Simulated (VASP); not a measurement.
Input of a VASP 6.6.1 run:

INCAR

```
PREC = Accurate
ENCUT = 500
EDIFF = 1E-6
ISMEAR = 0
SIGMA = 0.01
LREAL = False
LASPH = True
NELM = 120
ALGO = Normal
ISIF = 2
LWAVE = False
LCHARG = True
GGA = PE
LELF = True
LVHAR = True
NBANDS = 11
GGA_COMPAT = False
```

KPOINTS

```
regular mesh
0
Gamma
  2 2 2
```

POSCAR

```
AlP
1.0
    0.0000000000      2.7315000000      2.7315000000
    2.7315000000      0.0000000000      2.7315000000
    2.7315000000      2.7315000000      0.0000000000
Al P
1 1
Direct
    0.0000000000      0.0000000000      0.0000000000
    0.2500000000      0.2500000000      0.2500000000
```

Potentials or basis: VASP PAW PBE potentials, release 64 (Al, P).

Command:

```sh
$ cat potpaw_PBE.64/Al/POTCAR potpaw_PBE.64/P/POTCAR > POTCAR
$ mpirun -np 1 vasp_std > vasp.out
```

(1) Predict the pressure.

(2) Predict the band gap on the k mesh.

Results:

(1) 8.1 GPa.

(2) 1.38 eV, indirect (least direct gap 3.26 eV).

Caveat: the k points lie up to 1.00 Å⁻¹ apart.
